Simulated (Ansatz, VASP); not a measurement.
# One calculation of Ni, two programs

Contents of INCAR:

```
  PREC = Accurate
  ENCUT = 600
  EDIFF = 1E-7
  ISMEAR = -1
  SIGMA = 0.1
  LREAL = F
  LASPH = T
  NELM = 60
  ALGO = Normal
  ISIF = 3
  LWAVE = F
  LCHARG = F
  GGA = PE
  IBRION = 2
  NSW = 80
  EDIFFG = -0.01
```

The input KPOINTS:

```
Automatic mesh
0
Gamma
  14 14 8
```

File POSCAR:

```
Ni
1.0
    2.4917559660      0.0000000000      0.0000000000
   -1.2458779830      2.1579239666      0.0000000000
    0.0000000000      0.0000000000      4.0690374925
Ni
2
Direct
    0.3333333333      0.6666666667      0.2500000000
    0.6666666667      0.3333333333      0.7500000000
```

Input for Ansatz:

```yaml
crystal:
  lattice:
    - [2.491755966, 0.0, 0.0]
    - [-1.245877983, 2.1579239666, 0.0]
    - [0.0, 0.0, 4.0690374925]
  atoms:
    - { symbol: Ni, position: [0.3333333333, 0.6666666667, 0.25] }
    - { symbol: Ni, position: [0.6666666667, 0.3333333333, 0.75] }
hamiltonian:
  xc: pbe
  pseudopotentials:
    kind: paw
    azcp:
      Ni: "pseudopotentials/Ni.paw.azcp"
basis:
  ecutwfc: 420
  fft_grid_basis: typed
kpoints:
  mp_grid: { grid: [14, 14, 8], shift: [0, 0, 0] }
magnetization:
  spin_polarized: false
scf:
  occupations: { method: fermi_dirac, width: 0.1 }
relax:
  max_steps: 60
  f_tol: 0.01
  cell: {}
```

Alike in both runs: task relaxation of cell and atoms; functional PBE; k mesh 14 × 14 × 8; occupations fermi-dirac, width 0.1 eV; no spin polarisation.

|  | VASP | Ansatz |
| --- | --- | --- |
| version | VASP 6.6.1 | Ansatz 0.2.0 |
| potentials or method | VASP PAW PBE potentials, release 64 (Ni), cutoff 600 eV | plane waves (420 eV) with PAW, scalar-relativistic |
| valence electrons in the cell | 20 | 36 |

VASP gave:

- relaxed volume (Å³/atom): 10.89
- relaxed cell length with the largest relative difference (Å): 4.080

What did Ansatz give for the same quantities?

Relaxed volume (Å³/atom): 10.89; relaxed cell length with the largest relative difference (Å): 4.083.

VASP's potentials hold 20 valence electrons a cell and Ansatz's 36, so a difference there can come from the potentials and not from the codes.
